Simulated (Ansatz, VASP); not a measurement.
Cu in VASP and in Ansatz

INCAR

```
SYSTEM = Cu
PREC = Accurate
ENCUT = 600
EDIFF = 1E-6
ISMEAR = 0
SIGMA = 0.1
LREAL = .FALSE.
LASPH = .TRUE.
NELM = 80
ALGO = Normal
ISIF = 3
LWAVE = .FALSE.
LCHARG = .FALSE.
GGA = PE
IBRION = 2
NSW = 90
EDIFFG = -0.04
```

Contents of KPOINTS:

```
regular mesh
0
G
  8 8 8
  0 0 0
```

Contents of POSCAR:

```
Cu
1.0
    0.0000000000      1.7887153358      1.7887153358
    1.7887153358      0.0000000000      1.7887153358
    1.7887153358      1.7887153358      0.0000000000
Cu
1
Direct
    0.0000000000      0.0000000000      0.0000000000
```

Input for Ansatz:

```yaml
crystal:
  lattice:
    - [0.0, 1.7887153358, 1.7887153358]
    - [1.7887153358, 0.0, 1.7887153358]
    - [1.7887153358, 1.7887153358, 0.0]
  atoms:
    - { symbol: Cu, position: [0.0, 0.0, 0.0] }
basis:
  ecutwfc: 420
kpoints:
  mp_grid: { grid: [8, 8, 8] }
hamiltonian:
  xc: pbe
scf:
  occupations: { method: gaussian, width: 0.1 }
  lower_state_search: "off"
output:
  forces: true
  stress: true
  eigenvalues: true
relax:
  adjacent_minimum: "off"
  f_tol: 0.04
  max_steps: 70
  cell: { stress_tol: 0.4 }
```

Alike in both runs: task relaxation of cell and atoms; functional PBE; k mesh 8 × 8 × 8; occupations gaussian, width 0.1 eV; no spin polarisation.

```csv
,VASP,Ansatz
version,VASP 6.6.1,Ansatz 0.2.0
potentials or method,"VASP PAW PBE potentials, release 64 (Cu), cutoff 600 eV","scalar-relativistic, plane waves, PAW"
valence electrons in the cell,11,19
```

Ansatz gave:

| Item | Value |
| --- | --- |
| gap on the k mesh at the Fermi level, each at its own relaxed structure (eV) | none |
| relaxed volume (Å³/atom) | 12.00 |
| relaxed length of the cell vector where the two differ most in proportion (Å) | 2.570 |

Problem. Estimate VASP's values.

Solution. gap on the k mesh at the Fermi level, each at its own relaxed structure (eV): none; relaxed volume (Å³/atom): 12.08; relaxed length of the cell vector where the two differ most in proportion (Å): 2.575.

A gap of «none» marks a metal or a gap that the smearing closes. VASP's potentials hold 11 valence electrons a cell and Ansatz's 19, so a difference there can come from the potentials and not from the codes.

The k mesh is coarse, so the values compare programs but aren't converged.
